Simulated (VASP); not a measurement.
Wanted: the native input for a VASP 6.6.1 run.

| Item | Value |
| --- | --- |
| Task | single point |
| Functional | r2SCAN |
| Potentials or basis | VASP PAW PBE potentials, release 64 (Li_sv, Cl) |
| Cutoff | 520 eV |
| k mesh | 6 × 6 × 6 |
| Occupations | gaussian, width 0.01 eV |
| Spin | no spin polarisation |
| Dipole correction | no |
| Further INCAR settings | ALGO = Normal; EDIFF = 1e-06; NBANDS = 12 |

Crystal: LiCl.

```
Li Cl
1.0
     0.00000    2.73304    2.73304
     2.73304    0.00000    2.73304
     2.73304    2.73304    0.00000
Li Cl
1 1
Direct
  0.00000 0.00000 0.00000
  0.25000 0.25000 0.25000
```

One way to write it, as run:

POSCAR

```
LiCl
1.0
    0.0000000000      2.7330425217      2.7330425217
    2.7330425217      0.0000000000      2.7330425217
    2.7330425217      2.7330425217      0.0000000000
Li Cl
1 1
Direct
    0.0000000000      0.0000000000      0.0000000000
    0.2500000000      0.2500000000      0.2500000000
```

INCAR.step1

```
PREC = Accurate ; ENCUT = 520
ISMEAR = 0 ; SIGMA = 0.01
LREAL = False ; LASPH = True
NELM = 100 ; NBANDS = 12
GGA = PE ; ALGO = Normal
EDIFF = 1E-4 ; LWAVE = True
LCHARG = False
```

INCAR.step2

```
PREC = Accurate ; ENCUT = 520
EDIFF = 1E-6 ; ISMEAR = 0
SIGMA = 0.01 ; LREAL = False
LASPH = True ; NELM = 100
ALGO = Normal ; ISIF = 2
LWAVE = False ; LCHARG = False
METAGGA = R2SCAN ; LMIXTAU = True
NBANDS = 12 ; ISTART = 1
```

KPOINTS

```
Automatic mesh
0
Gamma
  6 6 6
```

Potentials or basis: VASP PAW PBE potentials, release 64 (Li_sv, Cl).

Command:

```bash
$ cat potpaw_PBE.64/Li_sv/POTCAR potpaw_PBE.64/Cl/POTCAR > POTCAR
$ cp INCAR.step1 INCAR
$ mpirun -np 1 vasp_std > vasp.out
$ cp INCAR.step2 INCAR
$ mpirun -np 1 vasp_std > vasp.out
```

Results of the run:

- Band gap on the k mesh: 6.77 eV, direct

Wall time 41 s on 1 thread of AMD EPYC 7R43 64-Core Processor (Zen 3) (shared host), peak memory 0.13 GiB.
